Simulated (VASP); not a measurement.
## Ti3H2: single point with PBE

Ti3H2:

```xyz
5
Lattice="4.9029 0.0000 0.0000 -2.4514 4.2460 0.0000 0.0000 0.0000 2.6409" Properties=species:S:1:pos:R:3 pbc="T T T"
Ti    1.6288    0.0000    1.3204
Ti   -0.8144    1.4106    1.3204
Ti    1.6370    2.8355    1.3204
H     0.0000    2.8307    0.0000
H     2.4514    1.4153    0.0000
```

The cell was built from a structure type or drawn by symmetry, and may not be a known phase.

```yaml
Program: VASP 6.6.1
Task: single point
Functional: PBE
Potentials_or_basis: VASP PAW PBE potentials, release 64 (Ti_sv, H)
Cutoff: 500 eV
k_mesh: 5 × 5 × 4
Occupations: gaussian, width 0.2 eV
Spin: no spin polarisation
Dipole_correction: no
Further_INCAR_settings: ALGO = Normal; EDIFF = 1e-06; NBANDS = 27
```

```
Pressure               : 0.0 GPa
Largest force          : 0.015 eV/Å
Band gap on the k mesh : zero (bands 19 and 20 overlap by 1.93 eV)
```

Forces in eV/Å, atoms in the order of the input:
```
Ti  -0.015  0.000  0.000
Ti   0.008 -0.013  0.000
Ti   0.008  0.013  0.000
H    0.000  0.000  0.000
H    0.000  0.000  0.000
```

Stress tensor (GPa, compression positive):
```
 0.00  0.00  0.00
 0.00  0.00  0.00
 0.00  0.00 -0.12
```

Levels at points of the mesh, in eV from the Fermi level:
```
           k point  band 16  band 17  band 18  band 19  band 20  band 21  band 22  band 23
(0.00, 0.00, 0.00)    -1.71    -1.34    -1.34    -1.18    -1.18     0.58     0.58     2.05
(0.00, 0.00, 0.50)    -1.88    -1.88    -1.17     0.25     0.77     0.82     0.82     1.18
```

Wall time 18 s on 1 thread of AMD EPYC 9R45 96-Core Processor (Zen 5), with other jobs on the host, peak memory 0.14 GiB.

Caveat: the k points lie up to 0.59 Å⁻¹ apart, too coarse for converged energies and pressures of a metal.
